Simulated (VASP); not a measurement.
A run of VASP 6.6.1 is set up as follows.

The input INCAR:

```
SYSTEM = TbSbO4
  PREC = Accurate
  ENCUT = 600
  EDIFF = 1E-7
  ISMEAR = 0
  SIGMA = 0.1
  LREAL = .FALSE.
  LASPH = .TRUE.
  NELM = 200
  ALGO = Normal
  ISIF = 3
  LWAVE = .FALSE.
  LCHARG = .FALSE.
  GGA = PE
  IBRION = 2
  NSW = 100
  EDIFFG = -0.01
  GGA_COMPAT = .FALSE.
  NELMIN = 4
  LMAXMIX = 6
```

KPOINTS

```
regular mesh
0
G
  10 10 10
  0 0 0
```

The input POSCAR:

```
TbSbO4
1.0
    2.9448963413     -3.0752333118      0.0000000000
    2.9448963413      3.0752333118      0.0000000000
    0.0000000000      0.0000000000      4.3082240520
Tb Sb O
1 1 4
Direct
    0.0000000000      0.0000000000      0.0000000000
    0.5000000000      0.5000000000      0.5000000000
    0.3358583207      0.6641416793      0.0000000000
    0.6641416793      0.3358583207      0.0000000000
    0.5000000000      0.0000000000      0.5000000000
    0.0000000000      0.5000000000      0.5000000000
```

Potentials or basis: VASP PAW PBE potentials, release 64 (Tb_3, Sb, O), 4f in core.

Run with:

```sh
$ cat potpaw_PBE.64/Tb_3/POTCAR potpaw_PBE.64/Sb/POTCAR potpaw_PBE.64/O/POTCAR > POTCAR
$ mpirun -np 1 vasp_std > vasp.out
```

(1) Estimate the relaxed volume.

(2) Predict the relaxed cell.

(3) Estimate the space group after relaxing (to 0.1 Å).

Results:

(1) 12.95 Å³/atom.

(2) a = 4.232 Å, b = 4.232 Å, c = 4.345 Å, α = 90.00°, β = 90.00°, γ = 93.02°.

(3) Cmmm (No. 65).

Caveat: the run has no spin polarisation, though such a crystal can be magnetic.
